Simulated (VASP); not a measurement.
A run of VASP 6.6.1 is set up as follows.

INCAR

```
SYSTEM = Re
  PREC = Accurate
  ENCUT = 520
  EDIFF = 1E-6
  ISMEAR = -1
  SIGMA = 0.05
  LREAL = .False.
  LASPH = .True.
  NELM = 80
  ALGO = Normal
  ISIF = 2
  LWAVE = .False.
  LCHARG = .True.
  GGA = PE
  LELF = .True.
  LVHAR = .True.
  NBANDS = 14
```

Contents of KPOINTS:

```
regular mesh
0
Gamma
  17 17 9
  0 0 0
```

Contents of POSCAR:

```
Re
1.0
    2.8520687757      0.0000000000      0.0000000000
   -1.4260343879      2.4699640131      0.0000000000
    0.0000000000      0.0000000000      4.5563727988
Re
2
Direct
    0.3333333333      0.6666666667      0.2500000000
    0.6666666667      0.3333333333      0.7500000000
```

Potentials or basis: VASP PAW PBE potentials, release 64 (Re).

Command:

```sh
$ cat potpaw_PBE.64/Re/POTCAR > POTCAR
$ mpirun -np 1 vasp_std > vasp.out
```

Question: Estimate the band gap on the k mesh.

Answer: Zero (band 7 reaches 8.12 eV, above the bottom of band 8 at 5.41 eV).

Question: Estimate the pressure.

Answer: -22.8 GPa.

Stress tensor (GPa, compression positive):
```
-23.83   0.00   0.00
  0.00 -23.83   0.00
  0.00   0.00 -20.66
```

Caveat: spin-orbit coupling is left out, which moves the levels of the heavy elements.
